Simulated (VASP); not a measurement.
Set up this calculation in VASP 6.6.1, as the native input.

```
Task                   : single point
Functional             : r2SCAN
Potentials or basis    : VASP PAW PBE potentials, release 64 (Ta_pv, N)
Cutoff                 : 520 eV
k mesh                 : 18 × 18 × 18
Occupations            : gaussian, width 0.15 eV
Spin                   : no spin polarisation
Dipole correction      : no
Further INCAR settings : ALGO = Normal; EDIFF = 1e-06; NBANDS = 15
```

Crystal: TaN.

```
Ta N
1.0
     0.00000    2.17900    2.17900
     2.17900    0.00000    2.17900
     2.17900    2.17900    0.00000
Ta N
1 1
Direct
  0.50000 0.50000 0.50000
  0.79348 0.00000 0.00000
```

This cell differs from its parent crystal: atom 2 (N) moved by (-0.450, -0.450) A along y and z.

The input as run:

POSCAR

```
TaN
1.0
    0.0000000000      2.1790000000      2.1790000000
    2.1790000000      0.0000000000      2.1790000000
    2.1790000000      2.1790000000      0.0000000000
Ta N
1 1
Direct
    0.5000000000      0.5000000000      0.5000000000
   -0.2065167508      0.0000000000      0.0000000000
```

INCAR.step1

```
PREC     = Accurate       # precision mode
ENCUT    = 520            # plane-wave cutoff, eV
ISMEAR   = 0              # smearing method
SIGMA    = 0.15           # smearing width, eV
LREAL    = F              # projectors in reciprocal space
LASPH    = T              # aspherical terms in the spheres
NELM     = 60             # most SCF steps
NBANDS   = 15             # bands
GGA      = PE             # functional
ALGO     = Normal         # electronic algorithm
EDIFF    = 1E-4           # SCF threshold, eV
LWAVE    = T              # write WAVECAR
LCHARG   = F              # write CHGCAR
```

INCAR.step2

```
PREC     = Accurate       # precision mode
ENCUT    = 520            # plane-wave cutoff, eV
EDIFF    = 1E-6           # SCF threshold, eV
ISMEAR   = 0              # smearing method
SIGMA    = 0.15           # smearing width, eV
LREAL    = F              # projectors in reciprocal space
LASPH    = T              # aspherical terms in the spheres
NELM     = 60             # most SCF steps
ALGO     = Normal         # electronic algorithm
ISIF     = 2              # what is computed and relaxed
LWAVE    = F              # write WAVECAR
LCHARG   = F              # write CHGCAR
METAGGA  = R2SCAN         # meta-GGA
LMIXTAU  = T            
NBANDS   = 15             # bands
ISTART   = 1
```

KPOINTS

```
regular mesh
0
Gamma
  18 18 18
```

Potentials or basis: VASP PAW PBE potentials, release 64 (Ta_pv, N).

Command:

```console
$ cat potpaw_PBE.64/Ta_pv/POTCAR potpaw_PBE.64/N/POTCAR > POTCAR
$ cp INCAR.step1 INCAR
$ mpirun -np 1 vasp_std > vasp.out
$ cp INCAR.step2 INCAR
$ mpirun -np 1 vasp_std > vasp.out
```

Results of the run:

The pressure is 81.8 GPa and the largest force is 8.787 eV/Å. The band gap on the k mesh is zero (bands 8 and 9 overlap by 3.33 eV).

Caveat: the cell differs from its parent crystal (atom 2 (N) moved by (-0.450, -0.450) A along y and z); the cell stands under pressure; the PAW data sets were made with another functional, which shifts forces and pressure a little; spin-orbit coupling is left out, which moves the levels of the heavy elements.

It took 6.2 min on 1 thread of Intel(R) Xeon(R) Platinum 8488C (Sapphire Rapids), with other jobs on the host, peak memory 0.37 GiB.
